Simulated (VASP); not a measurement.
Input of a VASP 6.6.1 run:

POSCAR

```
BN
1.0
    2.5665914969      0.0000000000      0.0000000000
   -1.2832957485      2.2227334374      0.0000000000
    0.0000000000      0.0000000000      6.6612000000
B N
2 2
Direct
    0.3333333333      0.6666666667      0.2500000000
    0.6666666667      0.3333333333      0.7500000000
    0.3333333333      0.6666666667      0.7500000000
    0.6666666667      0.3333333333      0.2500000000
```

The input INCAR.step1:

```
SYSTEM = BN
ALGO = Normal
EDIFF = 1E-4
ENCUT = 520
GGA = PE
ISMEAR = 0
LASPH = .True.
LCHARG = .False.
LREAL = .False.
LWAVE = .True.
NBANDS = 16
NELM = 80
PREC = Accurate
SIGMA = 0.05
```

INCAR.step2

```
SYSTEM = BN
ALGO = Normal
EDIFF = 1E-6
ENCUT = 520
ISIF = 2
ISMEAR = 0
ISTART = 1
LASPH = .True.
LCHARG = .False.
LMIXTAU = .True.
LREAL = .False.
LWAVE = .False.
METAGGA = R2SCAN
NBANDS = 16
NELM = 80
PREC = Accurate
SIGMA = 0.05
```

Contents of KPOINTS:

```
k-points
0
Gamma
  12 12 4
  0 0 0
```

Potentials or basis: VASP PAW PBE potentials, release 64 (B, N).

Command:

```sh
$ cat potpaw_PBE.64/B/POTCAR potpaw_PBE.64/N/POTCAR > POTCAR
$ cp INCAR.step1 INCAR
$ mpirun -np 1 vasp_std > vasp.out
$ cp INCAR.step2 INCAR
$ mpirun -np 1 vasp_std > vasp.out
```

**Question.** What does it give for the band gap on the k mesh?

**Answer.** 4.73 eV (least direct gap 5.11 eV).

**Question.** What does it give for the pressure?

**Answer.** -16.5 GPa.

Stress tensor (GPa, compression positive):
```
-24.97   0.00   0.00
  0.00 -24.97   0.00
  0.00   0.00   0.49
```

Caveat: the cell differs from its parent crystal (strain +0.025 along x and y, +0.000 along z); the stress differs along the axes, from -25 to 0 GPa; the PAW data sets were made with another functional, which shifts forces and pressure a little. A k mesh can miss the band edges.
